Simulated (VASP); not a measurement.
# MnO (Fm-3m) in VASP: a series of runs, part 2 of 2

VASP 6.6.1.

## Step 4: Single point, LDA, collinear spin, ferromagnetic start

This run uses another cell than the first one, of 11.44 Å³/atom, 1.083 times its volume.

File INCAR:

```
PREC     = Accurate       # precision mode
ENCUT    = 520            # plane-wave cutoff, eV
EDIFF    = 1E-6           # SCF threshold, eV
ISMEAR   = -1             # smearing method
SIGMA    = 0.05           # smearing width, eV
LREAL    = F              # projectors in reciprocal space
LASPH    = T              # aspherical terms in the spheres
NELM     = 150            # most SCF steps
ALGO     = Normal         # electronic algorithm
ISIF     = 2              # what is computed and relaxed
LWAVE    = F              # write WAVECAR
LCHARG   = F              # write CHGCAR
ISPIN    = 2              # spin polarisation
MAGMOM   = 4 0            # initial moments
LORBIT   = 11             # projections on sites
LMAXMIX  = 4              # l up to which the mixer works
NBANDS   = 20             # bands
```

File KPOINTS:

```
Automatic mesh
0
Gamma
  10 10 10
```

File POSCAR:

```
MnO
1.0
    0.0000000000      2.2531730023      2.2531730023
    2.2531730023      0.0000000000      2.2531730023
    2.2531730023      2.2531730023      0.0000000000
Mn O
1 1
Direct
    0.0000000000      0.0000000000      0.0000000000
    0.5000000000      0.5000000000      0.5000000000
```

Potentials or basis: VASP PAW LDA potentials, release 64 (Mn_pv, O).

Launch:

```sh
cat potpaw_LDA.64/Mn_pv/POTCAR potpaw_LDA.64/O/POTCAR > POTCAR
mpirun -np 1 vasp_std > vasp.out
```

OUTCAR:

```text
PREC = Accurate
   ENCUT = 520
   EDIFF = 1E-6
   ISMEAR = -1
   LREAL = F
   LASPH = T
   NELM = 150
   ISIF = 2
   ISPIN = 2
   LORBIT = 11

 ion  position               nearest neighbor table
   1  0.000  0.000  0.000-   2 2.25   2 2.25   2 2.25   2 2.25   2 2.25   2 2.25
   2  0.500  0.500  0.500-   1 2.25   1 2.25   1 2.25   1 2.25   1 2.25   1 2.25

  LATTYP: Found a face centered cubic cell.
 ALAT       =     4.5063460046

  Lattice vectors:

 A1 = (   0.0000000000,   2.2531730023,   2.2531730023)
 A2 = (   2.2531730023,   0.0000000000,   2.2531730023)
 A3 = (   2.2531730023,   2.2531730023,   0.0000000000)

Analysis of symmetry for initial positions (statically):
=====================================================================
 Subroutine PRICEL returns:
 Original cell was already a primitive cell.

 Routine SETGRP: Setting up the symmetry group for a
 face centered cubic supercell.

 Subroutine GETGRP returns: Found 48 space group operations
 (whereof 48 operations were pure point group operations)
 out of a pool of 48 trial point group operations.

The static configuration has the point symmetry O_h .

Analysis of symmetry for dynamics (positions and initial velocities):
=====================================================================
 Subroutine PRICEL returns:
 Original cell was already a primitive cell.

 Routine SETGRP: Setting up the symmetry group for a
 face centered cubic supercell.

 Subroutine GETGRP returns: Found 48 space group operations
 (whereof 48 operations were pure point group operations)
 out of a pool of 48 trial point group operations.

The dynamic configuration has the point symmetry O_h .

Analysis of structural, dynamic, and magnetic symmetry:
=====================================================================
 Subroutine PRICEL returns:
 Original cell was already a primitive cell.

 Routine SETGRP: Setting up the symmetry group for a
 face centered cubic supercell.

 Subroutine GETGRP returns: Found 48 space group operations
 (whereof 48 operations were pure point group operations)
 out of a pool of 48 trial point group operations.

The overall configuration has the point symmetry O_h .

 Subroutine INISYM returns: Found 48 space group operations
 (whereof 48 operations are pure point group operations),
 and found     1 'primitive' translations

----------------------------------------------------------------------------------------

                                     Primitive cell

  volume of cell :      22.8778

  direct lattice vectors                    reciprocal lattice vectors
     0.000000000  2.253173002  2.253173002    -0.221909281  0.221909281  0.221909281
     2.253173002  0.000000000  2.253173002     0.221909281 -0.221909281  0.221909281
     2.253173002  2.253173002  0.000000000     0.221909281  0.221909281 -0.221909281

  length of vectors
     3.186467818  3.186467818  3.186467818     0.384358149  0.384358149  0.384358149

  position of ions in fractional coordinates (direct lattice)
     0.000000000  0.000000000  0.000000000
     0.500000000  0.500000000  0.500000000

  ion indices of the primitive-cell ions
   primitive index   ion index
                 1           1
[... 63 lines left out ...]
 SYSTEM =  unknown system
   PREC   = accura    normal or accurate (medium, high low for compatibility)
   ISTART =      0    job   : 0-new  1-cont  2-samecut
   ICHARG =      2    charge: 1-file 2-atom 10-const
   ISPIN  =      2    spin polarized calculation?
   LNONCOLLINEAR =      F non collinear calculations
   LSORBIT =      F    spin-orbit coupling
   LASPH  =      T    aspherical Exc in radial PAW
   ENCUT  =  520.0 eV  38.22 Ry    6.18 a.u.   5.92  5.92  5.92*2*pi/ulx,y,z
   NELM   =    150;   NELMIN=  2; NELMDL= -5     # of ELM steps
   EDIFF  = 0.1E-05   stopping-criterion for ELM
   LREAL  =      F    real-space projection
   EDIFFG = 0.1E-04   stopping-criterion for IOM
   NSW    =      0    number of steps for IOM
   IBRION =     -1    ionic relax: 0-MD 1-quasi-New 2-CG
   NFREE  =      0    steps in history (QN), initial steepest desc. (CG)
   ISIF   =      2    stress and relaxation
   ISYM   =      2    0-nonsym 1-usesym 2-fastsym
   POTIM  = 0.5000    time-step for ionic-motion
   TEBEG  =    0.0;   TEEND  =   0.0 temperature during run
   PSTRESS=    0.0 pullay stress
   NELECT =      19.0000    total number of electrons
   NUPDOWN=      -1.0000    fix difference up-down
   EMIN   =  10.00;   EMAX   =-10.00  energy-range for DOS
   EFERMI =   0.00;   METHOD = LEGACY
   ISMEAR =    -1;   SIGMA  =   0.05  broadening in eV -4-tet -1-fermi 0-gaus
   EFERMI_NEDOS =   21; number of points for ismear=-14 and -15
   IALGO  =     38    algorithm
   IMIX   =      4    mixing-type and parameters
     AMIX     =   0.40;   BMIX     =  1.00
     AMIX_MAG =   1.60;   BMIX_MAG =  1.00
  volume/ion in A,a.u.               =      11.44        77.19
  Fermi-wavevector in a.u.,A,eV,Ry     =   1.538821  2.907950 32.218197  2.367971
  Thomas-Fermi vector in A             =   2.645136
   LORBIT       =     11    0 simple, 1 ext, 2 COOP (PROOUT), +10 PAW based schemes
   GGA     = CA    functional components
   LHFCALC =     F    Hartree Fock is set to
   AEXX    =    0.0000 exact exchange contribution
   IVDW    =     0    specifies the selected vdW correction
   LEPSILON=     F    determine dielectric tensor
   LRPA    =     F    only Hartree local field effects (RPA)
 spin polarized calculation
  energy-cutoff  :      520.00
  volume of cell :       22.88
 maximum number of plane-waves:       636
   NGX = 11   NGY = 11   NGZ = 11

 number of electron      18.9999994 magnetization       4.6591233

 Free energy of the ion-electron system (eV)
  ---------------------------------------------------
  ext. energy  EPLUGINS =         0.00000000
  ---------------------------------------------------
  free energy    TOTEN  =       -17.48465845 eV

  energy without entropy =      -17.47343541  energy(sigma->0) =      -17.47904693

 E-fermi :   6.6674     XC(G=0): -12.1596

 val. band max:        6.6610484873   @ k =  -0.3000   0.3000   0.0000
 cond. band min:       6.6818821905   @ k =  -0.4000   0.2000   0.0000
 fundamental gap:      0.0208337032
 Fermi energy:         6.6673562609

 spin component 1

 k-point     1 :       0.0000    0.0000    0.0000
  band No.  band energies     occupation
      1     -43.0505      1.00000
      2     -43.0505      1.00000
      3     -43.0505      1.00000
      4     -12.9867      1.00000
      5       3.0633      1.00000
      6       3.0633      1.00000
[... 541 lines left out ...]
     19      30.5855      0.00000
     20      32.5403      0.00000

 [... further k-points ...]

 spin component 2

 k-point     1 :       0.0000    0.0000    0.0000
  band No.  band energies     occupation
      1     -38.8657      1.00000
      2     -38.8657      1.00000
      3     -38.8657      1.00000
      4     -12.5355      1.00000
      5       3.4935      1.00000
      6       3.4935      1.00000
[... 541 lines left out ...]
     19      31.6602      0.00000
     20      33.4731      0.00000

 [... further k-points ...]

------------------------ aborting loop because EDIFF is reached ----------------------------------------

  FORCE on cell =-STRESS in cart. coord.  units (eV):
  Direction    XX          YY          ZZ          XY          YZ          ZX
  --------------------------------------------------------------------------------------
  -------------------------------------------------------------------------------------
  Total       -2.8410016     -2.8410016     -2.8410016      0.0000000      0.0000000     -0.0000000
  in kB     -198.9612228   -198.9612228   -198.9612228      0.0000000      0.0000000     -0.0000000
  external PRESSURE =    -198.9612228 kB  Pullay stress =       0.0000000 kB

 VOLUME and BASIS-vectors are now :
 -----------------------------------------------------------------------------
  energy-cutoff  :      520.00
  volume of cell :       22.88
      direct lattice vectors                 reciprocal lattice vectors
     0.000000000  2.253173002  2.253173002    -0.221909281  0.221909281  0.221909281
     2.253173002  0.000000000  2.253173002     0.221909281 -0.221909281  0.221909281
     2.253173002  2.253173002  0.000000000     0.221909281  0.221909281 -0.221909281

 POSITION                                       TOTAL-FORCE (eV/Angst)
 -----------------------------------------------------------------------------------
      0.00000      0.00000      0.00000         0.000000      0.000000     -0.000000
      2.25317      2.25317      2.25317         0.000000     -0.000000      0.000000
 -----------------------------------------------------------------------------------
    total drift:                                0.000000     -0.000000     -0.000000

  FREE ENERGIE OF THE ION-ELECTRON SYSTEM (eV)
  ---------------------------------------------------
  free  energy   TOTEN  =       -17.4846584536 eV

  energy  without entropy=      -17.4734354069  energy(sigma->0) =      -17.47904693

 total charge

# of ion       s       p       d       tot
------------------------------------------
    1        0.200   6.164   4.972  11.337
    2        1.549   3.362   0.000   4.911
--------------------------------------------------
tot          1.750   9.526   4.972  16.248

 magnetization (x)

# of ion       s       p       d       tot
------------------------------------------
    1        0.029   0.020   4.168   4.217
    2        0.028   0.166   0.000   0.193
--------------------------------------------------
tot          0.057   0.185   4.168   4.410
```

Wall time 55 s (1 thread of AMD EPYC 7R13 (Zen 3), shared host); peak memory 0.12 GiB.

Results:

```
Free energy                                           : -17.4847 eV
Pressure                                              : -19.9 GPa
Net moment                                            : 4.66 μB per cell
Site moments                                          : Mn +4.22; O +0.19 μB
Valence electrons inside the program's atomic spheres : Mn 11.34; O 4.91
```

Caveat: a cell with one magnetic atom can't hold antiferromagnetic order, which such compounds often take; semilocal functionals often make such compounds metallic where correlation or magnetic order opens a gap, which also shifts bond lengths. With open d or f shells a metallic result of LDA can be an artefact of self-interaction; +U or a hybrid may open a gap.

## Step 5: Single point, LDA, collinear spin, ferromagnetic start

This run uses another cell than the first one, of 11.66 Å³/atom, 1.104 times its volume.

File INCAR:

```
PREC = Accurate
ENCUT = 520
EDIFF = 1E-6
ISMEAR = -1
SIGMA = 0.05
LREAL = False
LASPH = True
NELM = 150
ALGO = Normal
ISIF = 2
LWAVE = False
LCHARG = False
ISPIN = 2
MAGMOM = 4 0
LORBIT = 11
LMAXMIX = 4
GGA = CA
NBANDS = 20
```

KPOINTS is that of step 4.

File POSCAR:

```
MnO
1.0
    0.0000000000      2.2675248097      2.2675248097
    2.2675248097      0.0000000000      2.2675248097
    2.2675248097      2.2675248097      0.0000000000
Mn O
1 1
Direct
    0.0000000000      0.0000000000      0.0000000000
    0.5000000000      0.5000000000      0.5000000000
```

Launch:

```sh
cat potpaw_LDA.64/Mn_pv/POTCAR potpaw_LDA.64/O/POTCAR > POTCAR
mpirun -np 1 vasp_std > vasp.out
```

Run time: 66 s. Hardware: 1 thread of AMD EPYC 7R13 (Zen 3), shared host; peak memory 0.12 GiB.

The run converged. Its results:

| Item | Value |
| --- | --- |
| Free energy | -17.4296 eV |
| Pressure | -20.6 GPa |
| Net moment | 4.73 μB per cell |
| Site moments | Mn +4.27; O +0.20 μB |
| Valence electrons inside the program's atomic spheres | Mn 11.32; O 4.91 |

Levels at points of the mesh, in eV from the Fermi level:
Spin up:
```
           k point  band 10  band 11  band 12  band 13  band 14  band 15
(0.00, 0.00, 0.00)    -2.91    -2.45    -2.45    -0.59    13.87    15.85
(0.50, 0.00, 0.00)    -1.70     0.22     0.22     3.43     7.28    11.44
(0.50, 0.50, 0.00)    -1.84    -1.84    -1.77     4.66     7.52    10.18
```
Spin down:
| k point | band 5 | band 6 | band 7 | band 8 | band 9 | band 10 |
| --- | --- | --- | --- | --- | --- | --- |
| (0.00, 0.00, 0.00) | -3.06 | -3.06 | -3.06 | 0.45 | 0.56 | 0.56 |
| (0.50, 0.00, 0.00) | -6.93 | -4.48 | -4.48 | 1.66 | 1.68 | 1.68 |
| (0.50, 0.50, 0.00) | -5.98 | -3.99 | -3.99 | -0.85 | 1.70 | 1.85 |

Caveat: a cell with one magnetic atom can't hold antiferromagnetic order, which such compounds often take; semilocal functionals often make such compounds metallic where correlation or magnetic order opens a gap, which also shifts bond lengths. With open d or f shells a metallic result of LDA can be an artefact of self-interaction; +U or a hybrid may open a gap.

## Step 6: Summary

| level | potentials or basis | cell | gap on the mesh (eV) | pressure (GPa) | moment (μB) |
| --- | --- | --- | --- | --- | --- |
| LDA | VASP PAW LDA potentials, release 64 (Mn_pv, O) | a = 3.103 Å, angles 60.0°, 2 atoms | none | -15.4 | 4.36 |
| BLYP | VASP PAW PBE potentials, release 64 (Mn_pv, O) | a = 3.182 Å, angles 60.0°, 2 atoms | none | 0.1 | 4.80 |
| LDA | VASP PAW LDA potentials, release 64 (Mn_pv, O) | a = 3.186 Å, angles 60.0°, 2 atoms | none | -19.9 | 4.66 |
| LDA | VASP PAW LDA potentials, release 64 (Mn_pv, O) | a = 3.207 Å, angles 60.0°, 2 atoms | none | -20.6 | 4.73 |

Alike in all rows: task single point; spin collinear, ferromagnetic start; k mesh 10 × 10 × 10; cutoff (eV) 520; smearing fermi-dirac 0.05 eV.

Caveats: a cell with one magnetic atom can't hold antiferromagnetic order, which such compounds often take; semilocal functionals often make such compounds metallic where correlation or magnetic order opens a gap, which also shifts bond lengths; the PAW data sets were made with another functional, which shifts forces and pressure a little (some runs).

Total energies depend on the potentials used, so only differences within one code and one set of settings carry meaning.
